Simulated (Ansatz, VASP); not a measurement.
## CdS in VASP and in Ansatz

INCAR

```
PREC     = Accurate       # precision mode
ENCUT    = 520            # plane-wave cutoff, eV
EDIFF    = 1E-6           # SCF threshold, eV
ISMEAR   = -1             # smearing method
SIGMA    = 0.01           # smearing width, eV
LREAL    = False          # projectors in reciprocal space
LASPH    = True           # aspherical terms in the spheres
NELM     = 80             # most SCF steps
ALGO     = Normal         # electronic algorithm
ISIF     = 2              # what is computed and relaxed
LWAVE    = False          # write WAVECAR
LCHARG   = False          # write CHGCAR
GGA      = PE             # functional
NBANDS   = 16             # bands
```

File KPOINTS:

```
regular mesh
0
Gamma
  8 8 8
```

File POSCAR:

```
CdS
1.0
    0.0000000000      2.9482938651      2.9482938651
    2.9482938651      0.0000000000      2.9482938651
    2.9482938651      2.9482938651      0.0000000000
Cd S
1 1
Direct
    0.0000000000      0.0000000000      0.0000000000
    0.7500000000      0.7500000000      0.7500000000
```

Input for Ansatz:

```yaml
crystal:
  lattice:
    - [0.0, 2.9482938651, 2.9482938651]
    - [2.9482938651, 0.0, 2.9482938651]
    - [2.9482938651, 2.9482938651, 0.0]
  atoms:
    - { symbol: Cd, position: [0.0, 0.0, 0.0] }
    - { symbol: S, position: [0.75, 0.75, 0.75] }
kpoints:
  mp_grid: { grid: [8, 8, 8] }
scf:
  occupations: { method: fermi_dirac, width: 0.01 }
hamiltonian:
  xc: pbe
  pseudopotentials: { kind: all_electron, lapw: { basis_error: 0.001 } }
output:
  forces: true
  stress: true
  eigenvalues: true
```

Change from the starting cell: volume scaled by 1.04.

Alike in both runs: task single point; functional PBE; k mesh 8 × 8 × 8; occupations fermi-dirac, width 0.01 eV; no spin polarisation.

|  | VASP | Ansatz |
| --- | --- | --- |
| version | VASP 6.6.1 | Ansatz 0.2.0 |
| potentials or method | VASP PAW PBE potentials, release 64 (Cd, S), cutoff 520 eV | all-electron LAPW, scalar-relativistic |

Ansatz gave:

| Item | Value |
| --- | --- |
| gap on the k mesh at the Fermi level (eV) | 1.08 |
| pressure (GPa) | 0.9 |

Task: Estimate VASP's values.

Result: gap on the k mesh at the Fermi level (eV): 1.08; pressure (GPa): 1.2.

Ansatz ran all-electron here, and VASP with PAW potentials.
